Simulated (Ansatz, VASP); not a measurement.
# Eu in VASP and in Ansatz

```
Eu
1.0
    -2.27187    2.27187    2.27187
     2.27187   -2.27187    2.27187
     2.27187    2.27187   -2.27187
Eu
1
Direct
  0.00000 0.00000 0.00000
```

Change from the starting cell: volume scaled by 0.96.

Alike in both runs: task single point; functional PBE; k mesh 8 × 8 × 8; occupations fermi-dirac, width 0.05 eV; collinear spin.

```csv
,VASP,Ansatz
version,VASP 6.6.1,Ansatz 0.2.0
potentials or method,"VASP PAW PBE potentials, release 64 (Eu), cutoff 520 eV","all-electron LAPW, scalar-relativistic"
```

Ansatz gave:

```
gap on the k mesh at the Fermi level (eV)                     : none
pressure (GPa)                                                : -1.2
net moment per atom (μB)                                      : 7.32
size of the moment on the site where the two differ most (μB) : 7.15
```

Q: What did VASP give for the same quantities?

A: gap on the k mesh at the Fermi level (eV): none; pressure (GPa): -1.4; net moment per atom (μB): 7.32; size of the moment on the site where the two differ most (μB): 6.69.

Site moments also hang on the region over which each program counts them. A gap of «none» marks a metal or a gap that the smearing closes. Ansatz ran all-electron here, and VASP with PAW potentials.

Spin-orbit coupling is off throughout. Noted on Ansatz's run: the open f shell may have settled in a state that isn't the lowest.
